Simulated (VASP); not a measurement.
# HfN (P6/mmm) in VASP: further runs, part 2 of 2

VASP 6.6.1.

### 3 Single point, PBEsol-based global hybrid with 25 % exact exchange

This run uses another cell than the first one, of 20.88 Å³/atom.

Input file POSCAR:

```
HfN
1.0
    3.5312784042     -0.0000029692      0.0000000000
   -1.7656366307      3.0581782904      0.0000000000
    0.0000000000      0.0000000000      3.8678062287
Hf N
1 1
Direct
    0.0000000000      0.0000000000      0.5000000000
    0.0000000000      0.0000000000      0.0000000000
```

Input file INCAR.step1:

```
SYSTEM = HfN
ALGO     = Normal         ! electronic algorithm
EDIFF    = 1E-5           ! SCF threshold, eV
ENCUT    = 520            ! plane-wave cutoff, eV
GGA      = PE             ! functional
ISIF     = 2              ! what is computed and relaxed
ISMEAR   = -1             ! smearing method
LASPH    = .TRUE.         ! aspherical terms in the spheres
LCHARG   = .FALSE.        ! write CHGCAR
LREAL    = .FALSE.        ! projectors in reciprocal space
LWAVE    = .TRUE.         ! write WAVECAR
NBANDS   = 14             ! bands
NELM     = 100            ! most SCF steps
PREC     = Accurate       ! precision mode
SIGMA    = 0.05           ! smearing width, eV
```

Input file INCAR.step2:

```
SYSTEM = HfN
AEXX     = 0.25           ! exact-exchange fraction
ALGO     = Normal         ! electronic algorithm
EDIFF    = 1E-6           ! SCF threshold, eV
ENCUT    = 520            ! plane-wave cutoff, eV
GGA      = PS             ! functional
ISIF     = 2              ! what is computed and relaxed
ISMEAR   = -1             ! smearing method
ISTART   = 1            
LASPH    = .TRUE.         ! aspherical terms in the spheres
LCHARG   = .FALSE.        ! write CHGCAR
LHFCALC  = .TRUE.         ! exact exchange
LREAL    = .FALSE.        ! projectors in reciprocal space
LWAVE    = .FALSE.        ! write WAVECAR
NBANDS   = 14             ! bands
NELM     = 100            ! most SCF steps
PREC     = Accurate       ! precision mode
PRECFOCK = Normal       
SIGMA    = 0.05           ! smearing width, eV
```

Input file KPOINTS:

```
k-points
0
G
  5 5 4
  0 0 0
```

Potentials or basis: VASP PAW PBE potentials, release 64 (Hf_pv, N).

On the command line:

```
> cat potpaw_PBE.64/Hf_pv/POTCAR potpaw_PBE.64/N/POTCAR > POTCAR
> cp INCAR.step1 INCAR
> mpirun -np 1 vasp_std > vasp.out
> cp INCAR.step2 INCAR
> mpirun -np 1 vasp_std > vasp.out
```

OUTCAR:

```text
SYSTEM = HfN
   AEXX = 0.25
   EDIFF = 1E-6
   ENCUT = 520
   GGA = PS
   ISIF = 2
   ISMEAR = -1
   ISTART = 1
   LASPH = .TRUE.
   LHFCALC = .TRUE.
   LREAL = .FALSE.
   NELM = 100
   PREC = Accurate
   PRECFOCK = Normal

 ion  position               nearest neighbor table
   1  0.000  0.000  0.500-   2 1.93   2 1.93
   2  0.000  0.000  0.000-   1 1.93   1 1.93

  LATTYP: Found a hexagonal cell.
 ALAT       =     3.5312784042
 C/A-ratio  =     1.0952991483

  Lattice vectors:

 A1 = (   3.5312784042,  -0.0000029692,   0.0000000000)
 A2 = (  -1.7656366307,   3.0581782904,   0.0000000000)
 A3 = (   0.0000000000,   0.0000000000,   3.8678062287)

Analysis of symmetry for initial positions (statically):
=====================================================================
 Subroutine PRICEL returns:
 Original cell was already a primitive cell.

 Routine SETGRP: Setting up the symmetry group for a
 hexagonal supercell.

 Subroutine GETGRP returns: Found 24 space group operations
 (whereof 24 operations were pure point group operations)
 out of a pool of 24 trial point group operations.

The static configuration has the point symmetry D_6h.

Analysis of symmetry for dynamics (positions and initial velocities):
=====================================================================
 Subroutine PRICEL returns:
 Original cell was already a primitive cell.

 Routine SETGRP: Setting up the symmetry group for a
 hexagonal supercell.

 Subroutine GETGRP returns: Found 24 space group operations
 (whereof 24 operations were pure point group operations)
 out of a pool of 24 trial point group operations.

The dynamic configuration has the point symmetry D_6h.

 Subroutine INISYM returns: Found 24 space group operations
 (whereof 24 operations are pure point group operations),
 and found     1 'primitive' translations

----------------------------------------------------------------------------------------

                                     Primitive cell

  volume of cell :      41.7695

  direct lattice vectors                    reciprocal lattice vectors
     3.531278404 -0.000002969  0.000000000     0.283183700  0.163495868  0.000000000
    -1.765636631  3.058178290  0.000000000     0.000000275  0.326992213  0.000000000
     0.000000000  0.000000000  3.867806229     0.000000000  0.000000000  0.258544493

  length of vectors
     3.531278404  3.531278404  3.867806229     0.326992213  0.326992213  0.258544493

  position of ions in fractional coordinates (direct lattice)
     0.000000000  0.000000000  0.500000000
     0.000000000  0.000000000  0.000000000

  ion indices of the primitive-cell ions
   primitive index   ion index
                 1           1
                 2           2

----------------------------------------------------------------------------------------

 KPOINTS: k-points

Automatic generation of k-mesh.
 Grid dimensions read from file:
 generate k-points for:    5    5    4

 Generating k-lattice:

  Cartesian coordinates                     Fractional coordinates (reciprocal lattice)
[... 38 lines left out ...]
   NGX,Y,Z   is equivalent  to a cutoff of  13.18, 13.18, 12.89 a.u.
   NGXF,Y,Z  is equivalent  to a cutoff of  26.36, 26.36, 25.79 a.u.
 SYSTEM =  HfN
   PREC   = accura    normal or accurate (medium, high low for compatibility)
   ISTART =      1    job   : 0-new  1-cont  2-samecut
   ICHARG =      0    charge: 1-file 2-atom 10-const
   ISPIN  =      1    spin polarized calculation?
   LNONCOLLINEAR =      F non collinear calculations
   LSORBIT =      F    spin-orbit coupling
   LASPH  =      T    aspherical Exc in radial PAW
   ENCUT  =  520.0 eV  38.22 Ry    6.18 a.u.   6.57  6.57  7.19*2*pi/ulx,y,z
   NELM   =    100;   NELMIN=  2; NELMDL=  0     # of ELM steps
   EDIFF  = 0.1E-05   stopping-criterion for ELM
   LREAL  =      F    real-space projection
   EDIFFG = 0.1E-04   stopping-criterion for IOM
   NSW    =      0    number of steps for IOM
   IBRION =     -1    ionic relax: 0-MD 1-quasi-New 2-CG
   NFREE  =      0    steps in history (QN), initial steepest desc. (CG)
   ISIF   =      2    stress and relaxation
   ISYM   =      3    0-nonsym 1-usesym 2-fastsym
   POTIM  = 0.5000    time-step for ionic-motion
   TEBEG  =    0.0;   TEEND  =   0.0 temperature during run
   PSTRESS=    0.0 pullay stress
   NELECT =      15.0000    total number of electrons
   NUPDOWN=      -1.0000    fix difference up-down
   EMIN   =  10.00;   EMAX   =-10.00  energy-range for DOS
   EFERMI =   0.00;   METHOD = LEGACY
   ISMEAR =    -1;   SIGMA  =   0.05  broadening in eV -4-tet -1-fermi 0-gaus
   EFERMI_NEDOS =   21; number of points for ismear=-14 and -15
   IALGO  =     38    algorithm
   IMIX   =      1    mixing-type and parameters
     AMIX     =   0.40;   BMIX     =  1.00
     AMIX_MAG =   1.60;   BMIX_MAG =  1.00
  volume/ion in A,a.u.               =      20.88       140.94
  Fermi-wavevector in a.u.,A,eV,Ry     =   1.163641  2.198962 18.423094  1.354059
  Thomas-Fermi vector in A             =   2.300188
   LORBIT       =      0    0 simple, 1 ext, 2 COOP (PROOUT), +10 PAW based schemes
   GGA     = PS    functional components
   LHFCALC =     T    Hartree Fock is set to
   PRECFOCK=normal    Normal, Fast or Accurate (Low or Medium for compatibility)
   ENCUT4O =  -1.0   cutoff for four orbital integrals eV
   NKREDX  =     1    reduce k-point grid by
   NKREDY  =     1    reduce k-point grid by
   NKREDZ  =     1    reduce k-point grid by
   AEXX    =    0.2500 exact exchange contribution
   HFSCREEN=    0.0000 screening length (either q_TF or 0.3 A-1)
   HFSCREENC=   0.0000 screening length for correlation (either q_TF or 0.3 A-1)
   ENCUTFOCK=  -1.0 apply spherical cutoff to Coloumb kernel
   IVDW    =     0    specifies the selected vdW correction
   LEPSILON=     F    determine dielectric tensor
   LRPA    =     F    only Hartree local field effects (RPA)
 non-spin polarized calculation
  energy-cutoff  :      520.00
  volume of cell :       41.77
 maximum number of plane-waves:      1143
 NGX is ok and might be reduce to    28
  NGX = 20; NGY = 20; NGZ = 24

 number of electron      15.0000002 magnetization

 Free energy of the ion-electron system (eV)
  ---------------------------------------------------
  ext. energy  EPLUGINS =         0.00000000
  ---------------------------------------------------
  free energy    TOTEN  =       -22.21327918 eV

  energy without entropy =      -22.20943523  energy(sigma->0) =      -22.21135721

 E-fermi :   1.5358     XC(G=0):  -7.6867

 val. band max:        1.5011811521   @ k =   0.2000   0.0000   0.0000
 cond. band min:       1.9794622333   @ k =   0.4000   0.2000   0.5000
 fundamental gap:      0.4782810811
 Fermi energy:         1.5357751076

 k-point     1 :       0.0000    0.0000    0.0000
  band No.  band energies     occupation
      1     -31.8426      2.00000
      2     -31.8426      2.00000
      3     -31.8126      2.00000
      4     -14.4865      2.00000
      5      -3.0014      2.00000
      6       0.8476      2.00000
      7       0.8476      2.00000
      8       1.1348      1.99934
      9       4.1150      0.00000
     10       4.1150      0.00000
     11       6.3314      0.00000
     12       6.3314      0.00000
     13      11.5454      0.00000
     14      12.5254      0.00000
[... 224 lines left out ...]
      1     -32.0269      2.00000
      2     -31.9653      2.00000
      3     -31.9325      2.00000
      4     -11.5129      2.00000
      5      -4.5587      2.00000
      6      -3.1743      2.00000
      7      -2.1768      2.00000
      8       1.9795      0.00028
      9       3.5881      0.00000
     10       7.6653      0.00000
     11       8.9143      0.00000
     12       9.6697      0.00000
     13      10.0440      0.00000
     14      12.0765      0.00000

------------------------ aborting loop because EDIFF is reached ----------------------------------------

  FORCE on cell =-STRESS in cart. coord.  units (eV):
  Direction    XX          YY          ZZ          XY          YZ          ZX
  --------------------------------------------------------------------------------------
  -------------------------------------------------------------------------------------
  Total       -0.1333308     -0.1333308     -0.5005625      0.0000000     -0.0000000     -0.0000000
  in kB       -5.1142483     -5.1142483    -19.2003722      0.0000000     -0.0000000     -0.0000000
  external PRESSURE =      -9.8096230 kB  Pullay stress =       0.0000000 kB

 VOLUME and BASIS-vectors are now :
 -----------------------------------------------------------------------------
  energy-cutoff  :      520.00
  volume of cell :       41.77
      direct lattice vectors                 reciprocal lattice vectors
     3.531278404 -0.000002969  0.000000000     0.283183700  0.163495868  0.000000000
    -1.765636631  3.058178290  0.000000000     0.000000275  0.326992213  0.000000000
     0.000000000  0.000000000  3.867806229     0.000000000  0.000000000  0.258544493

 POSITION                                       TOTAL-FORCE (eV/Angst)
 -----------------------------------------------------------------------------------
      0.00000      0.00000      1.93390         0.000000      0.000000      0.000000
      0.00000      0.00000      0.00000        -0.000000      0.000000      0.000000
 -----------------------------------------------------------------------------------
    total drift:                                0.000000     -0.000000     -0.000000

  FREE ENERGIE OF THE ION-ELECTRON SYSTEM (eV)
  ---------------------------------------------------
  free  energy   TOTEN  =       -22.2132791783 eV

  energy  without entropy=      -22.2094352322  energy(sigma->0) =      -22.21135721
```

Run time: 13 min. Hardware: 1 thread of AMD EPYC 7R13 (Zen 3), shared host; peak memory 0.15 GiB.

What came out:

| Item | Value |
| --- | --- |
| Free energy | -22.2133 eV |
| Pressure | -1.0 GPa |
| Band gap on the k mesh | zero (an odd number of electrons rules out a gap without spin polarisation) |

Stress tensor (GPa, compression positive):
```
-0.51  0.00  0.00
 0.00 -0.51  0.00
 0.00  0.00 -1.92
```

Levels at points of the mesh, in eV from the Fermi level:
| k point | band 5 | band 6 | band 7 | band 8 | band 9 | band 10 | band 11 | band 12 |
| --- | --- | --- | --- | --- | --- | --- | --- | --- |
| (0.00, 0.00, 0.00) | -4.54 | -0.69 | -0.69 | -0.40 | 2.58 | 2.58 | 4.80 | 4.80 |
| (0.00, 0.00, 0.50) | -6.47 | -4.06 | -2.66 | -2.66 | 2.80 | 2.80 | 5.56 | 9.15 |

Caveat: the k points lie up to 0.41 Å⁻¹ apart, too coarse for converged energies and pressures of a metal; the PAW data sets were made with another functional, which shifts forces and pressure a little; spin-orbit coupling is left out, which moves the levels of the heavy elements.
